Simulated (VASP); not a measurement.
Runs of VASP 6.6.1 on SnO (Romarchite). The structure is that of space group P4/nmm (No. 129), or close to it. The cells are those of the table. 

| cell | gap on the mesh (eV) | pressure (GPa) | largest force (eV/Å) |
| --- | --- | --- | --- |
| a = 3.773, b = 3.773, c = 4.808 Å, 4 atoms | 0.48 | 0.1 | 0.28 |
| a = 3.885, b = 3.885, c = 4.951 Å, 4 atoms | (a) | -7.4 | 0.87 |
| a = 3.734, b = 3.734, c = 4.759 Å, 4 atoms | 0.38 | (b) | 0.76 |
| a = 3.849, b = 3.849, c = 4.905 Å, 4 atoms | 0.67 | -5.3 | 0.52 |
| a = 3.811, b = 3.811, c = 4.857 Å, 4 atoms | 0.58 | -2.8 | 0.14 |

Alike in all rows: task single point; level LDA; potentials or basis VASP PAW LDA potentials, release 64 (Sn_d, O); no spin polarisation; k mesh 5 × 5 × 4; cutoff (eV) 520; smearing gaussian 0.01 eV.

**Question.** Estimate the missing entries.

**Answer.** (a) 0.76; (b) 3.6.

Caveats: spin-orbit coupling is left out, which moves the levels of the heavy elements.

A k mesh can miss the band edges, and the runs leave out spin-orbit coupling on Sn.
